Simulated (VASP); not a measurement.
Here is a VASP 6.6.1 calculation.

Contents of POSCAR:

```
MoS2
1.0
    1.5875903418      0.9165957112      6.5110572184
   -1.5875903418      0.9165957112      6.5110572184
    0.0000000000     -1.8331914224      6.5110572184
Mo S
1 2
Direct
    0.0001053484      0.0001053484      0.0001053484
    0.2536871627      0.2536871627      0.2536871627
    0.4132074889      0.4132074889      0.4132074889
```

File INCAR.step1:

```
SYSTEM = MoS2
PREC = Accurate ; ENCUT = 520
ISMEAR = 0 ; SIGMA = 0.01
LREAL = .False. ; LASPH = .True.
NELM = 60 ; NBANDS = 20
GGA = PE ; ALGO = Normal
EDIFF = 1E-4 ; LWAVE = .True.
LCHARG = .False.
```

The input INCAR.step2:

```
SYSTEM = MoS2
PREC = Accurate ; ENCUT = 520
EDIFF = 1E-7 ; ISMEAR = 0
SIGMA = 0.01 ; LREAL = .False.
LASPH = .True. ; NELM = 60
ALGO = Normal ; ISIF = 2
LWAVE = .False. ; LCHARG = .False.
METAGGA = R2SCAN ; LMIXTAU = .True.
NBANDS = 20 ; ISTART = 1
```

Contents of KPOINTS:

```
regular mesh
0
Gamma
  10 10 10
  0 0 0
```

Potentials or basis: VASP PAW PBE potentials, release 64 (Mo_sv, S).

Run with:

```console
$ cat potpaw_PBE.64/Mo_sv/POTCAR potpaw_PBE.64/S/POTCAR > POTCAR
$ cp INCAR.step1 INCAR
$ mpirun -np 1 vasp_std > vasp.out
$ cp INCAR.step2 INCAR
$ mpirun -np 1 vasp_std > vasp.out
```

What does it give for the band gap on the k mesh?

1.34 eV (least direct gap 2.06 eV).

What does it give for the largest force?

0.047 eV/Å.

Stress tensor (GPa, compression positive):
```
 0.79  0.00  0.00
 0.00  0.79  0.00
 0.00  0.00 -0.44
```

Caveat: the cell differs from its parent crystal (uniaxial z strain +5.1%); the PAW data sets were made with another functional, which shifts forces and pressure a little. A k mesh can miss the band edges.
